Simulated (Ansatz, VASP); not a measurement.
**Two plane-wave programs on TiC**

```
CELL_PARAMETERS angstrom
0.00000 2.22892 2.13154
2.22892 0.00000 2.13154
2.22892 2.22892 0.00000
ATOMIC_POSITIONS crystal
Ti 0.00000 0.00000 0.00000
C 0.50000 0.50000 0.50000
```

Change from the starting cell: strain +0.030 along x and y, -0.015 along z, atoms carried along.

Alike in both runs: task single point; functional PBEsol; k mesh 18 × 18 × 18; occupations gaussian, width 0.15 eV; no spin polarisation.

|  | VASP | Ansatz |
| --- | --- | --- |
| version | VASP 6.6.1 | Ansatz 0.2.0 |
| potentials or method | VASP PAW PBE potentials, release 64 (Ti_sv, C), cutoff 520 eV | scalar-relativistic, plane waves, PAW |
| valence electrons in the cell | 16 | 16 |

Ansatz gave:

| Quantity | Value |
| --- | --- |
| gap on the k mesh at the Fermi level (eV) | none |
| pressure (GPa) | -15.0 |
| traceless stress, the component that is largest in VASP (GPa) | 10.13 |

Problem. Which values does VASP return?

Solution. gap on the k mesh at the Fermi level (eV): none; pressure (GPa): -14.7; traceless stress, the component that is largest in VASP (GPa): 10.19.

VASP's potentials were made for PBE, not for PBEsol. A gap of «none» marks a metal or a gap that the smearing closes. The functional is the same, so the differences come from potentials, cutoffs and numerics.
